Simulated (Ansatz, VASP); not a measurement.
# One calculation of KTaO3, two programs

Contents of INCAR:

```
SYSTEM = KTaO3
  PREC = Accurate
  ENCUT = 520
  EDIFF = 1E-6
  ISMEAR = 0
  SIGMA = 0.05
  LREAL = .FALSE.
  LASPH = .TRUE.
  NELM = 100
  ALGO = Normal
  ISIF = 2
  LWAVE = .FALSE.
  LCHARG = .TRUE.
  GGA = PE
  LELF = .TRUE.
  LVHAR = .TRUE.
  NBANDS = 27
```

File KPOINTS:

```
Automatic mesh
0
G
  8 8 8
  0 0 0
```

File POSCAR:

```
KTaO3
1.0
    3.7888850000      0.0000000000      0.0000000000
    0.0000000000      3.9883000000      0.0000000000
    0.0000000000      0.0000000000      3.9883000000
K Ta O
1 1 3
Direct
    0.5000000000      0.5000000000      0.5000000000
    0.0000000000      0.0000000000      0.0000000000
    0.5000000000      0.0000000000      0.0000000000
    0.0000000000      0.5000000000      0.0000000000
    0.0000000000      0.0000000000      0.5000000000
```

Input for Ansatz:

```yaml
crystal:
  lattice:
    - [3.788885, 0.0, 0.0]
    - [0.0, 3.9883, 0.0]
    - [0.0, 0.0, 3.9883]
  atoms:
    - { symbol: K, position: [0.5, 0.5, 0.5] }
    - { symbol: Ta, position: [0.0, 0.0, 0.0] }
    - { symbol: O, position: [0.5, 0.0, 0.0] }
    - { symbol: O, position: [0.0, 0.5, 0.0] }
    - { symbol: O, position: [0.0, 0.0, 0.5] }
basis:
  ecutwfc: 420
kpoints:
  mp_grid: { grid: [8, 8, 8] }
hamiltonian:
  xc: pbe
scf:
  occupations: { method: gaussian, width: 0.05 }
output:
  forces: true
  stress: true
  eigenvalues: true
```

Change from the starting cell: strain -0.0500 x Voigt [1, 0, 0, 0, 0, 0], atoms carried along.

Alike in both runs: task single point; functional PBE; k mesh 8 × 8 × 8; occupations gaussian, width 0.05 eV; no spin polarisation.

|  | VASP | Ansatz |
| --- | --- | --- |
| version | VASP 6.6.1 | Ansatz 0.2.0 |
| potentials or method | VASP PAW PBE potentials, release 64 (K_sv, Ta_pv, O), cutoff 520 eV | scalar-relativistic, plane waves, PAW |
| valence electrons in the cell | 38 | 40 |

|  | VASP | Ansatz | Ansatz less VASP |
| --- | --- | --- | --- |
| gap on the k mesh at the Fermi level (eV) | 2.19 | 2.23 | +0.049 |
| least direct gap on the mesh (eV) | 2.74 | 2.79 | +0.042 |
| pressure (GPa) | 19.7 | 18.7 | -0.94 |
| traceless stress, the component that is largest in VASP (GPa) | 17.32 | 17.01 | -0.315 |

VASP's potentials hold 38 valence electrons a cell and Ansatz's 40, so a difference there can come from the potentials and not from the codes.

Spin-orbit coupling is off throughout.
